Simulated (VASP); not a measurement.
Input of a VASP 6.6.1 run:

The input INCAR:

```
SYSTEM = TiAl2
PREC = Accurate
ENCUT = 520
EDIFF = 1E-6
ISMEAR = 0
SIGMA = 0.15
LREAL = .FALSE.
LASPH = .TRUE.
NELM = 80
ALGO = Fast
ISIF = 2
LWAVE = .FALSE.
LCHARG = .FALSE.
NBANDS = 27
```

Contents of KPOINTS:

```
Automatic mesh
0
G
  12 12 12
  0 0 0
```

The input POSCAR:

```
TiAl2
1.0
    1.9146052794     -5.9201652110      0.0000000000
    1.9146052794      5.9201652110      0.0000000000
    0.0000000000      0.0000000000      4.0018020009
Ti Al
2 4
Direct
    0.6560576955      0.3439423045      0.0000000000
    0.3439423045      0.6560576955      0.0000000000
    0.0000000000      0.0000000000      0.0000000000
    0.8269820961      0.1730179039      0.5000000000
    0.1730179039      0.8269820961      0.5000000000
    0.5000000000      0.5000000000      0.5000000000
```

Potentials or basis: VASP PAW LDA potentials, release 64 (Ti_sv, Al).

Launch:

```console
$ cat potpaw_LDA.64/Ti_sv/POTCAR potpaw_LDA.64/Al/POTCAR > POTCAR
$ mpirun -np 1 vasp_std > vasp.out
```

Predict the largest force.

0.106 eV/Å.

What does it give for the pressure?

0.3 GPa.

Predict the band gap on the k mesh.

zero (band 18 reaches 9.63 eV, above the bottom of band 19 at 8.20 eV).

Forces on the atoms (eV/Å):
```
Ti   0.000 -0.106  0.000
Ti   0.000  0.106  0.000
Al   0.000  0.000  0.000
Al   0.000 -0.040  0.000
Al   0.000  0.040  0.000
Al   0.000  0.000  0.000
```
